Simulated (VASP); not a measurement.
NaY:

```xyz
2
Lattice="3.7502 0.0000 0.0000 0.0000 3.7502 0.0000 0.0000 0.0000 3.7502" Properties=species:S:1:pos:R:3 pbc="T T T"
Na    1.8751    1.8751    1.8751
Y     0.0000    0.0000    0.0000
```

- Program: VASP 6.6.1
- Task: relaxation of cell and atoms
- Functional: PBEsol
- Potentials or basis: VASP PAW PBE potentials, release 64 (Na_pv, Y_sv)
- Cutoff: 600 eV
- k mesh: 12 × 12 × 12
- Occupations: gaussian, width 0.1 eV
- Spin: no spin polarisation

At the start: pressure 5.5 GPa; volume 26.37 Å³/atom.

Task: Where does the relaxation end?

Result: Over 4 steps the energy falls by 70.5 meV/atom and the volume is 31.03 Å³/atom (+17.7 %); space group Pm-3m (No. 221, to 0.05 Å).

The path:
```tsv
step	energy change (eV)	largest force (eV/Å)	pressure (GPa)	volume (Å³)
1	0.0000	0.0000	5.49	52.74
2	-0.1350	0.0000	0.92	59.94
3	-0.1408	0.0000	-0.09	62.28
4	-0.1409	0.0000	0.00	62.06
```

Final structure:
```
Na Y
1.0
     3.95910    0.00000    0.00000
     0.00000    3.95910    0.00000
     0.00000    0.00000    3.95910
Na Y
1 1
Direct
  0.50000 0.50000 0.50000
  0.00000 0.00000 0.00000
```

Caveat: the volume moved by over 15 % at a fixed basis, so the end points are rough; the PAW data sets were made with another functional, which shifts forces and pressure a little.
